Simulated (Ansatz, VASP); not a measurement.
# CaBe2O3: VASP beside Ansatz

```
CELL_PARAMETERS angstrom
2.64216 -4.02909 0.00000
2.64216 4.02909 0.00000
0.00000 0.00000 2.62999
ATOMIC_POSITIONS crystal
Ca 0.50000 0.50000 0.00000
Be 0.21563 0.78437 0.00000
Be 0.78437 0.21563 0.00000
O 0.00000 0.00000 0.00000
O 0.50000 0.00000 0.50000
O 0.00000 0.50000 0.50000
```

Change from the starting cell: species swapped into the NaH2Pd3 type (Cmmm, No. 65).

Alike in both runs: task single point; functional PBE; k mesh 4 × 4 × 6; occupations gaussian, width 0.1 eV; no spin polarisation.

```csv
,VASP,Ansatz
version,VASP 6.6.1,Ansatz 0.2.0
potentials or method,"VASP PAW PBE potentials, release 64 (Ca_sv, Be, O), cutoff 520 eV","scalar-relativistic, plane waves, PAW"
valence electrons in the cell,32,32
```

Ansatz gave:

- gap on the k mesh at the Fermi level (eV): none
- pressure (GPa): -10.3
- traceless stress, the component that is largest in VASP (GPa): -32.53
- rms of the force components (eV/Å): 2.072

Problem. Estimate VASP's values.

Solution. gap on the k mesh at the Fermi level (eV): none; pressure (GPa): -10.1; traceless stress, the component that is largest in VASP (GPa): -32.51; rms of the force components (eV/Å): 2.070.

Atom by atom the forces differ by 0.003 eV/Å (rms over components). A gap of «none» marks a metal or a gap that the smearing closes. With one functional, cell and mesh, what is left measures potentials, basis and numerics.

The k mesh is coarse, so the values compare programs but aren't converged.
